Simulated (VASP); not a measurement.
# Re (P6_3/mmc) in VASP: further runs

Runs on Re. Level: PBEsol+D3(BJ). Tasks: single point.

Program: VASP 6.6.1. These are calculated values, not measurements. Logs are shortened: lines on timing, memory, paths and dates and some standing lists are left out, and cuts for length are marked.

## 1. The cell of the first run

It takes space group P6_3/mmc (No. 194, hexagonal). The conventional cell has a = 2.704 Å, b = 2.704 Å, c = 4.367 Å, α = 90.00°, β = 90.00°, γ = 120.00°. Within 3.5 Å of Re (site symmetry -6m2) lie 12 Re at 2.68 to 2.70 Å.

## 2. Single point, PBEsol+D3(BJ)

Contents of INCAR:

```
PREC = Accurate ; ENCUT = 520
EDIFF = 1E-6 ; ISMEAR = -1
SIGMA = 0.1 ; LREAL = F
LASPH = T ; NELM = 60
ALGO = Normal ; ISIF = 2
LWAVE = F ; LCHARG = F
GGA = PS ; IVDW = 12
NBANDS = 14
```

Contents of KPOINTS:

```
regular mesh
0
Gamma
  14 14 8
```

Contents of POSCAR:

```
Re
1.0
    2.7044413289      0.0000000000      0.0000000000
   -1.3522206645      2.3421148892      0.0000000000
    0.0000000000      0.0000000000      4.3671907899
Re
2
Direct
    0.3333333333      0.6666666667      0.2500000000
    0.6666666667      0.3333333333      0.7500000000
```

Potentials or basis: VASP PAW PBE potentials, release 64 (Re).

The run is started by

```sh
cat potpaw_PBE.64/Re/POTCAR > POTCAR
mpirun -np 1 vasp_std > vasp.out
```

OUTCAR:

```text
PREC = Accurate
   ENCUT = 520
   EDIFF = 1E-6
   ISMEAR = -1
   LREAL = F
   LASPH = T
   NELM = 60
   ISIF = 2
   GGA = PS
   IVDW = 12
 IVDW          = 12

 ion  position               nearest neighbor table
   1  0.333  0.667  0.250-   2 2.68   2 2.68   2 2.68   2 2.68   2 2.68   2 2.68
   2  0.667  0.333  0.750-   1 2.68   1 2.68   1 2.68   1 2.68   1 2.68   1 2.68

  LATTYP: Found a hexagonal cell.
 ALAT       =     2.7044413289
 C/A-ratio  =     1.6148217908

  Lattice vectors:

 A1 = (   2.7044413289,   0.0000000000,   0.0000000000)
 A2 = (  -1.3522206645,   2.3421148892,   0.0000000000)
 A3 = (   0.0000000000,   0.0000000000,   4.3671907899)

Analysis of symmetry for initial positions (statically):
=====================================================================
 Subroutine PRICEL returns:
 Original cell was already a primitive cell.

 Routine SETGRP: Setting up the symmetry group for a
 hexagonal supercell.

 Subroutine GETGRP returns: Found 24 space group operations
 (whereof 12 operations were pure point group operations)
 out of a pool of 24 trial point group operations.

The static configuration has the point symmetry D_3d.
 The point group associated with its full space group is D_6h.

Analysis of symmetry for dynamics (positions and initial velocities):
=====================================================================
 Subroutine PRICEL returns:
 Original cell was already a primitive cell.

 Routine SETGRP: Setting up the symmetry group for a
 hexagonal supercell.

 Subroutine GETGRP returns: Found 24 space group operations
 (whereof 12 operations were pure point group operations)
 out of a pool of 24 trial point group operations.

The dynamic configuration has the point symmetry D_3d.
 The point group associated with its full space group is D_6h.

 Subroutine INISYM returns: Found 24 space group operations
 (whereof 12 operations are pure point group operations),
 and found     1 'primitive' translations

----------------------------------------------------------------------------------------

                                     Primitive cell

  volume of cell :      27.6623

  direct lattice vectors                    reciprocal lattice vectors
     2.704441329  0.000000000  0.000000000     0.369762135  0.213482269  0.000000000
    -1.352220664  2.342114889  0.000000000     0.000000000  0.426964537  0.000000000
     0.000000000  0.000000000  4.367190790     0.000000000  0.000000000  0.228980150

  length of vectors
     2.704441329  2.704441325  4.367190790     0.426964537  0.426964537  0.228980150

  position of ions in fractional coordinates (direct lattice)
     0.333333333  0.666666667  0.250000000
     0.666666667  0.333333333  0.750000000

[... 91 lines left out ...]
   ISMEAR =    -1;   SIGMA  =   0.10  broadening in eV -4-tet -1-fermi 0-gaus
   EFERMI_NEDOS =   21; number of points for ismear=-14 and -15
   IALGO  =     38    algorithm
   IMIX   =      4    mixing-type and parameters
     AMIX     =   0.40;   BMIX     =  1.00
     AMIX_MAG =   1.60;   BMIX_MAG =  1.00
  volume/ion in A,a.u.               =      13.83        93.34
  Fermi-wavevector in a.u.,A,eV,Ry     =   1.304633  2.465398 23.158014  1.702066
  Thomas-Fermi vector in A             =   2.435555
   LORBIT       =      0    0 simple, 1 ext, 2 COOP (PROOUT), +10 PAW based schemes
   GGA     = PS    functional components
   LHFCALC =     F    Hartree Fock is set to
   AEXX    =    0.0000 exact exchange contribution
   IVDW    =    12    specifies the selected vdW correction
   LEPSILON=     F    determine dielectric tensor
   LRPA    =     F    only Hartree local field effects (RPA)
 non-spin polarized calculation
  energy-cutoff  :      520.00
  volume of cell :       27.66
 maximum number of plane-waves:       768
 NGX is ok and might be reduce to    20
   NGX =  9   NGY =  9   NGZ = 17

 number of electron      14.0000000 magnetization

 Free energy of the ion-electron system (eV)
  ---------------------------------------------------
  ext. energy  EPLUGINS =         0.00000000
  ---------------------------------------------------
  free energy    TOTEN  =       -26.66363731 eV

  energy without entropy =      -26.61407547  energy(sigma->0) =      -26.63885639

 E-fermi :   8.4858     XC(G=0): -14.1601

 val. band max:        8.4813171568   @ k =   0.1429   0.1429   0.0000
 cond. band min:       8.5085264934   @ k =   0.0714   0.0000   0.0000
 fundamental gap:      0.0272093366
 Fermi energy:         8.4857872796

 k-point     1 :       0.0000    0.0000    0.0000
  band No.  band energies     occupation
      1      -1.8247      2.00000
      2       1.3883      2.00000
      3       6.7393      2.00000
      4       6.7393      2.00000
      5       6.7517      2.00000
      6       7.6675      1.99944
      7       7.6675      1.99944
      8       8.6877      0.23452
      9       8.6877      0.23452
     10       9.2674      0.00081
     11      12.1647      0.00000
     12      12.1647      0.00000
     13      19.3463      0.00000
     14      22.7486      0.00000
[... 377 lines left out ...]
      1       2.7728      2.00000
      2       4.0195      2.00000
      3       4.1186      2.00000
      4       5.0056      2.00000
      5       6.0614      2.00000
      6       6.3758      2.00000
      7       8.4053      1.38194
      8      11.5766      0.00000
      9      12.1329      0.00000
     10      12.3651      0.00000
     11      15.6185      0.00000
     12      15.7286      0.00000
     13      17.5685      0.00000
     14      23.6165      0.00000

 [... further k-points ...]

------------------------ aborting loop because EDIFF is reached ----------------------------------------

 Edisp (eV)   -1.46063

 E8    (eV) :    -1.0586

  FORCE on cell =-STRESS in cart. coord.  units (eV):
  Direction    XX          YY          ZZ          XY          YZ          ZX
  --------------------------------------------------------------------------------------
  -------------------------------------------------------------------------------------
  Total       2.52042     2.52042     2.53431    -0.00000     0.00000     0.00000
  in kB     145.98077   145.98076   146.78498    -0.00000     0.00000     0.00000
  external pressure =      146.25 kB  Pullay stress =        0.00 kB

 VOLUME and BASIS-vectors are now :
 -----------------------------------------------------------------------------
  energy-cutoff  :      520.00
  volume of cell :       27.66
      direct lattice vectors                 reciprocal lattice vectors
     2.704441329  0.000000000  0.000000000     0.369762135  0.213482269  0.000000000
    -1.352220664  2.342114889  0.000000000     0.000000000  0.426964537  0.000000000
     0.000000000  0.000000000  4.367190790     0.000000000  0.000000000  0.228980150

 POSITION                                       TOTAL-FORCE (eV/Angst)
 -----------------------------------------------------------------------------------
     -0.00000      1.56141      1.09180         0.000000      0.000000      0.000000
      1.35222      0.78070      3.27539        -0.000000      0.000000      0.000000
 -----------------------------------------------------------------------------------
    total drift:                               -0.000000      0.000000     -0.000000

  FREE ENERGIE OF THE ION-ELECTRON SYSTEM (eV)
  ---------------------------------------------------
  free  energy   TOTEN  =       -28.1242656477 eV

  energy  without entropy=      -28.0747038056  energy(sigma->0) =      -28.09948473
```

OSZICAR:

```text
N       E                     dE             d eps       ncg     rms          rms(c)
DAV:   1     0.185192484531E+02    0.18519E+02   -0.68508E+03  6704   0.126E+03
DAV:   2    -0.270921169107E+02   -0.45611E+02   -0.40679E+02  5442   0.286E+02
DAV:   3    -0.280609833246E+02   -0.96887E+00   -0.94460E+00  5280   0.415E+01
DAV:   4    -0.280699278644E+02   -0.89445E-02   -0.89383E-02  5176   0.281E+00
DAV:   5    -0.280700991194E+02   -0.17125E-03   -0.17124E-03  5212   0.673E-01    0.500E+01
DAV:   6    -0.270538803432E+02    0.10162E+01   -0.68496E-01  5832   0.221E+01    0.223E+01
DAV:   7    -0.266750748513E+02    0.37881E+00   -0.55845E-01  5866   0.194E+01    0.413E-01
DAV:   8    -0.266646897287E+02    0.10385E-01   -0.69543E-03  5104   0.646E-01    0.148E-01
DAV:   9    -0.266636345048E+02    0.10552E-02   -0.44953E-04  5952   0.205E-01    0.485E-02
DAV:  10    -0.266636367747E+02   -0.22698E-05   -0.66989E-05  5482   0.106E-01    0.200E-02
DAV:  11    -0.266636373103E+02   -0.53561E-06   -0.15491E-07  3152   0.153E-02
   1 F= -.28124266E+02 E0= -.28099485E+02  d E =-.495618E-01
```

It took 15 s on 1 thread of Intel Xeon 6975P-C (Granite Rapids), shared host; peak memory 0.17 GiB.

Results:

* Free energy: -28.1243 eV
* Pressure: 14.6 GPa
* Band gap on the k mesh: zero (bands 7 and 8 overlap by 3.58 eV)
* Dispersion energy per atom: -0.730 eV

Caveat: three body term missing; the cell stands under pressure; the PAW data sets were made with another functional, which shifts forces and pressure a little; spin-orbit coupling is left out, which moves the levels of the heavy elements.

## 3. Single point, PBEsol+D3(BJ)

This run uses another cell than the first one, of 14.13 Å³/atom.

INCAR: that of step 2 with these lines changed.

```diff
@@ -1,3 +1,3 @@
 PREC = Accurate ; ENCUT = 520
-EDIFF = 1E-6 ; ISMEAR = -1
+EDIFF = 1E-7 ; ISMEAR = -1
 SIGMA = 0.1 ; LREAL = F
```

Contents of KPOINTS:

```
Automatic mesh
0
Gamma
  14 14 8
```

Contents of POSCAR:

```
Re
1.0
    2.7234873179      0.0000000000      0.0000000000
   -1.3617436590      2.3586091995      0.0000000000
    0.0000000000      0.0000000000      4.3979466679
Re
2
Direct
    0.3333333333      0.6666666667      0.2500000000
    0.6666666667      0.3333333333      0.7500000000
```

Potentials or basis: VASP PAW PBE potentials, release 64 (Re).

The run is started by

```sh
cat potpaw_PBE.64/Re/POTCAR > POTCAR
mpirun -np 1 vasp_std > vasp.out
```

It took 20 s on 1 thread of Intel Xeon 6975P-C (Granite Rapids), shared host; peak memory 0.18 GiB.

It converged, with:

| Property | Result |
| --- | --- |
| Free energy | -28.1602 eV |
| Pressure | 4.9 GPa |
| Band gap on the k mesh | zero (bands 7 and 8 overlap by 3.48 eV) |
| Dispersion energy per atom | -0.715 eV |

Levels at points of the mesh, in eV from the Fermi level:
```
           k point  band 3  band 4  band 5  band 6  band 7  band 8  band 9  band 10  band 11  band 12
(0.00, 0.00, 0.00)   -1.69   -1.69   -1.68   -0.79   -0.79    0.20    0.20     0.72     3.58     3.58
(0.50, 0.00, 0.00)   -5.55   -2.06   -1.74   -1.42   -0.61    4.24    4.68     4.82     6.46     7.48
(0.00, 0.00, 0.50)   -2.49   -2.49   -1.82   -1.82   -1.82   -1.82    2.72     2.72     2.72     2.72
(0.50, 0.00, 0.50)   -4.33   -4.33    0.42    0.42    1.03    1.03    4.58     4.58     5.09     5.09
```

Caveat: three body term missing; the cell stands under pressure; the PAW data sets were made with another functional, which shifts forces and pressure a little; spin-orbit coupling is left out, which moves the levels of the heavy elements.

## 4. Single point, PBEsol+D3(BJ)

This run uses another cell than the first one, of 14.42 Å³/atom.

Contents of INCAR:

```
SYSTEM = Re
PREC     = Accurate       ! precision mode
ENCUT    = 520            ! plane-wave cutoff, eV
EDIFF    = 1E-7           ! SCF threshold, eV
ISMEAR   = -1             ! smearing method
SIGMA    = 0.1            ! smearing width, eV
LREAL    = .FALSE.        ! projectors in reciprocal space
LASPH    = .TRUE.         ! aspherical terms in the spheres
NELM     = 60             ! most SCF steps
ALGO     = Normal         ! electronic algorithm
ISIF     = 2              ! what is computed and relaxed
LWAVE    = .FALSE.        ! write WAVECAR
LCHARG   = .FALSE.        ! write CHGCAR
GGA      = PS             ! functional
IVDW     = 12             ! dispersion correction
NBANDS   = 14             ! bands
```

Contents of KPOINTS:

```
regular mesh
0
G
  14 14 8
  0 0 0
```

Contents of POSCAR:

```
Re
1.0
    2.7422705826      0.0000000000      0.0000000000
   -1.3711352913      2.3748759839      0.0000000000
    0.0000000000      0.0000000000      4.4282782931
Re
2
Direct
    0.3333333333      0.6666666667      0.2500000000
    0.6666666667      0.3333333333      0.7500000000
```

The run is started by

```sh
cat potpaw_PBE.64/Re/POTCAR > POTCAR
mpirun -np 1 vasp_std > vasp.out
```

It took 20 s on 1 thread of Intel Xeon 6975P-C (Granite Rapids), shared host; peak memory 0.17 GiB.

It converged, with:

| Item | Value |
| --- | --- |
| Free energy | -28.1623 eV |
| Pressure | -3.8 GPa |
| Band gap on the k mesh | zero (bands 7 and 8 overlap by 3.37 eV) |
| Dispersion energy per atom | -0.700 eV |

Levels at points of the mesh, in eV from the Fermi level:
| k point | band 5 | band 6 | band 7 | band 8 | band 9 | band 10 |
| --- | --- | --- | --- | --- | --- | --- |
| (0.00, 0.00, 0.00) | -1.62 | -0.76 | -0.76 | 0.20 | 0.20 | 0.67 |
| (0.50, 0.00, 0.00) | -1.73 | -1.39 | -0.60 | 4.11 | 4.53 | 4.67 |
| (0.00, 0.00, 0.50) | -1.76 | -1.76 | -1.76 | -1.76 | 2.64 | 2.64 |
| (0.50, 0.00, 0.50) | 0.41 | 0.41 | 0.98 | 0.98 | 4.43 | 4.43 |

Caveat: three body term missing; the cell stands under tension; the PAW data sets were made with another functional, which shifts forces and pressure a little; spin-orbit coupling is left out, which moves the levels of the heavy elements.

## 5. Single point, PBEsol+D3(BJ)

This run uses another cell than the first one, of 14.71 Å³/atom.

Contents of INCAR:

```
SYSTEM = Re
PREC = Accurate
ENCUT = 520
EDIFF = 1E-7
ISMEAR = -1
SIGMA = 0.1
LREAL = .FALSE.
LASPH = .TRUE.
NELM = 100
ALGO = Normal
ISIF = 2
LWAVE = .FALSE.
LCHARG = .FALSE.
GGA = PS
IVDW = 12
NBANDS = 14
```

Contents of KPOINTS:

```
Automatic mesh
0
G
  14 14 8
  0 0 0
```

Contents of POSCAR:

```
Re
1.0
    2.7608000000      0.0000000000      0.0000000000
   -1.3804000000      2.3909229300      0.0000000000
    0.0000000000      0.0000000000      4.4582000000
Re
2
Direct
    0.3333333333      0.6666666667      0.2500000000
    0.6666666667      0.3333333333      0.7500000000
```

The run is started by

```sh
cat potpaw_PBE.64/Re/POTCAR > POTCAR
mpirun -np 1 vasp_std > vasp.out
```

It took 22 s on 1 thread of Intel Xeon 6975P-C (Granite Rapids), shared host; peak memory 0.19 GiB.

The run converged. Its results:

- Free energy: -28.1342 eV
- Pressure: -11.6 GPa
- Band gap on the k mesh: zero (bands 7 and 8 overlap by 3.28 eV)
- Dispersion energy per atom: -0.686 eV

Levels at points of the mesh, in eV from the Fermi level:
| k point | band 3 | band 4 | band 5 | band 6 | band 7 | band 8 | band 9 | band 10 | band 11 | band 12 |
| --- | --- | --- | --- | --- | --- | --- | --- | --- | --- | --- |
| (0.00, 0.00, 0.00) | -1.57 | -1.57 | -1.57 | -0.73 | -0.73 | 0.20 | 0.20 | 0.63 | 3.38 | 3.38 |
| (0.50, 0.00, 0.00) | -5.24 | -1.93 | -1.73 | -1.36 | -0.59 | 3.99 | 4.39 | 4.52 | 6.08 | 7.08 |
| (0.00, 0.00, 0.50) | -2.37 | -2.37 | -1.70 | -1.70 | -1.70 | -1.70 | 2.56 | 2.56 | 2.56 | 2.56 |
| (0.50, 0.00, 0.50) | -4.08 | -4.08 | 0.41 | 0.41 | 0.94 | 0.94 | 4.30 | 4.30 | 4.80 | 4.80 |

Caveat: three body term missing; the cell stands under tension; the PAW data sets were made with another functional, which shifts forces and pressure a little; spin-orbit coupling is left out, which moves the levels of the heavy elements.

## 6. The runs side by side

```csv
cell,gap on the mesh (eV),pressure (GPa)
"a = 2.704, b = 2.704, c = 4.367 Å, angles 90.0, 90.0, 120.0°, 2 atoms",none,14.6
"a = 2.723, b = 2.723, c = 4.398 Å, angles 90.0, 90.0, 120.0°, 2 atoms",none,4.9
"a = 2.742, b = 2.742, c = 4.428 Å, angles 90.0, 90.0, 120.0°, 2 atoms",none,-3.8
"a = 2.761, b = 2.761, c = 4.458 Å, angles 90.0, 90.0, 120.0°, 2 atoms",none,-11.6
```

Alike in all rows: task single point; level PBEsol+D3(BJ); potentials or basis VASP PAW PBE potentials, release 64 (Re); no spin polarisation; k mesh 14 × 14 × 8; cutoff (eV) 520; smearing fermi-dirac 0.1 eV.

Caveats: three body term missing; the PAW data sets were made with another functional, which shifts forces and pressure a little; spin-orbit coupling is left out, which moves the levels of the heavy elements; the cell stands under pressure (at least some runs); the cell stands under tension (at least some runs).

Total energies depend on the potentials used, so only differences within one code and one set of settings carry meaning.
